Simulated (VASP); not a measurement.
A run of VASP 6.6.1:

INCAR

```
SYSTEM = Sr4HfO
PREC = Accurate
ENCUT = 600
EDIFF = 1E-7
ISMEAR = 0
SIGMA = 0.1
LREAL = .FALSE.
LASPH = .TRUE.
NELM = 80
ALGO = Normal
ISIF = 3
LWAVE = .FALSE.
LCHARG = .FALSE.
GGA = PE
IBRION = 2
NSW = 90
EDIFFG = -0.04
```

Contents of KPOINTS:

```
Automatic mesh
0
G
  3 3 6
  0 0 0
```

Contents of POSCAR:

```
Sr4HfO
1.0
    8.3316327804      0.0000000000      0.0000000000
   -4.1658163902      7.2154056429      0.0000000000
    0.0000000000      0.0000000000      3.5456521516
Sr Hf O
4 1 1
Direct
    0.3333333333      0.6666666667      0.0000000000
    0.1287172933      0.2574345865      0.5000000000
    0.7425654135      0.8712827067      0.5000000000
    0.1287172933      0.8712827067      0.5000000000
    0.6666666667      0.3333333333      0.0000000000
    0.0000000000      0.0000000000      0.0000000000
```

Potentials or basis: VASP PAW PBE potentials, release 64 (Sr_sv, Hf_pv, O).

Launch:

```console
$ cat potpaw_PBE.64/Sr_sv/POTCAR potpaw_PBE.64/Hf_pv/POTCAR potpaw_PBE.64/O/POTCAR > POTCAR
$ mpirun -np 1 vasp_std > vasp.out
```

Hardware: 1 thread of AMD EPYC 9R45 96-Core Processor (Zen 5), on a shared host.

**Question.** Estimate the wall time of this run.

**Answer.** Run time: 5.3 min on 1 thread of AMD EPYC 9R45 96-Core Processor (Zen 5), on a shared host, peak memory 0.43 GiB. Counts: scf iterations 65, k points 12, ion steps 5.
